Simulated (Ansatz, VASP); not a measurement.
# Two plane-wave programs on AlNi

Contents of INCAR:

```
ALGO = Fast ; EDIFF = 1E-6
ENCUT = 520 ; GGA = PS
ISIF = 2 ; ISMEAR = 0
LASPH = True ; LCHARG = False
LREAL = False ; LWAVE = False
NBANDS = 14 ; NELM = 100
PREC = Accurate ; SIGMA = 0.15
```

Contents of KPOINTS:

```
k-points
0
Gamma
  16 16 16
```

POSCAR

```
AlNi
1.0
    2.0885383387     -2.0884828388      0.0000000000
    2.0885383387      2.0884828388      0.0000000000
    0.0000000000      0.0000000000      3.0219000000
Al Ni
1 1
Direct
    0.0000000000      0.0000000000      0.0000000000
    0.5000000000      0.5000000000      0.5000000000
```

Input for Ansatz:

```yaml
crystal:
  lattice:
    - [2.0885383387, -2.0884828388, 0.0]
    - [2.0885383387, 2.0884828388, 0.0]
    - [0.0, 0.0, 3.0219]
  atoms:
    - { symbol: Al, position: [0.0, 0.0, 0.0] }
    - { symbol: Ni, position: [0.5, 0.5, 0.5] }
basis:
  ecutwfc: 520.0
kpoints:
  mp_grid: { grid: [16, 16, 16] }
hamiltonian:
  xc: pbesol
  pseudopotentials: { kind: paw, azcp: { folder: soft_1 } }
scf:
  occupations: { method: gaussian, width: 0.15 }
output:
  forces: true
  stress: true
  eigenvalues: true
```

Alike in both runs: task single point; functional PBEsol; k mesh 16 × 16 × 16; occupations gaussian, width 0.15 eV; no spin polarisation.

|  | VASP | Ansatz |
| --- | --- | --- |
| version | VASP 6.6.1 | Ansatz 0.2.0 |
| potentials or method | VASP PAW PBE potentials, release 64 (Al, Ni), cutoff 520 eV | scalar-relativistic, plane waves, PAW |
| valence electrons in the cell | 13 | 21 |

```tsv
	VASP	Ansatz	Ansatz less VASP
gap on the k mesh at the Fermi level (eV)	none	none	-
pressure (GPa)	-15.8	-15.7	+0.08
traceless stress, the component that is largest in VASP (GPa)	-0.78	-0.76	+0.022
```

VASP's potentials were made for PBE, not for PBEsol, and Ansatz warns of the same on its side. A gap of «none» marks a metal or a gap that the smearing closes. VASP's potentials hold 13 valence electrons a cell and Ansatz's 21, so a difference there can come from the potentials and not from the codes. Ansatz's warnings: near symmetry operations not taken.
